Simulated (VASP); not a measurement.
Input of a VASP 6.6.1 run:

The input INCAR:

```
PREC = Accurate ; ENCUT = 520
EDIFF = 1E-6 ; ISMEAR = -1
SIGMA = 0.05 ; LREAL = F
LASPH = T ; NELM = 100
ALGO = Normal ; ISIF = 2
LWAVE = F ; LCHARG = F
GGA = PE ; NBANDS = 57
```

KPOINTS

```
Automatic mesh
0
Gamma
  6 5 4
```

File POSCAR:

```
HPbNO4
1.0
    4.8914784672      0.0000000000      0.0000000000
    0.0000000000      5.5596337674      0.0000000000
    0.0000000000      0.0000000000      7.1948546426
H Pb N O
2 2 2 8
Direct
    0.0000000000      0.5000000000      0.1931700000
    0.5000000000      0.0000000000      0.8068300000
    0.5000000000      0.5000000000      0.9525700000
    0.0000000000      0.0000000000      0.0474300000
    0.0000000000      0.0000000000      0.6365400000
    0.5000000000      0.5000000000      0.3634600000
    0.0000000000      0.5000000000      0.0586000000
    0.5000000000      0.0000000000      0.9414000000
    0.0000000000      0.1956900000      0.7299500000
    0.0000000000      0.8043100000      0.7299500000
    0.0000000000      0.0000000000      0.4675000000
    0.5000000000      0.6956900000      0.2700500000
    0.5000000000      0.3043100000      0.2700500000
    0.5000000000      0.5000000000      0.5325000000
```

Potentials or basis: VASP PAW PBE potentials, release 64 (H, Pb_d, N, O).

Run with:

```bash
$ cat potpaw_PBE.64/H/POTCAR potpaw_PBE.64/Pb_d/POTCAR potpaw_PBE.64/N/POTCAR potpaw_PBE.64/O/POTCAR > POTCAR
$ mpirun -np 1 vasp_std > vasp.out
```

**Question.** Estimate the largest force.

**Answer.** 1.249 eV/Å.

**Question.** What does it give for the band gap on the k mesh?

**Answer.** 2.91 eV (least direct gap 2.99 eV).

**Question.** Predict the pressure.

**Answer.** 2.7 GPa.

Forces in eV/Å, atoms in the order of the input:
```
H    0.000  0.000  0.443
H    0.000  0.000 -0.443
Pb   0.000  0.000 -0.180
Pb   0.000  0.000  0.180
N    0.000  0.000  0.325
N    0.000  0.000 -0.325
O    0.000  0.000 -0.369
O    0.000  0.000  0.369
O    0.000  0.719  0.383
O    0.000 -0.719  0.383
O    0.000  0.000 -1.249
O    0.000  0.719 -0.383
O    0.000 -0.719 -0.383
O    0.000  0.000  1.249
```

Caveat: the standard files for N, O and F lose accuracy on very short bonds; spin-orbit coupling is left out, which moves the levels of the heavy elements; forces of over 1 eV/Å act on the atoms, so gaps and moduli don't describe the material at rest. A k mesh can miss the band edges.
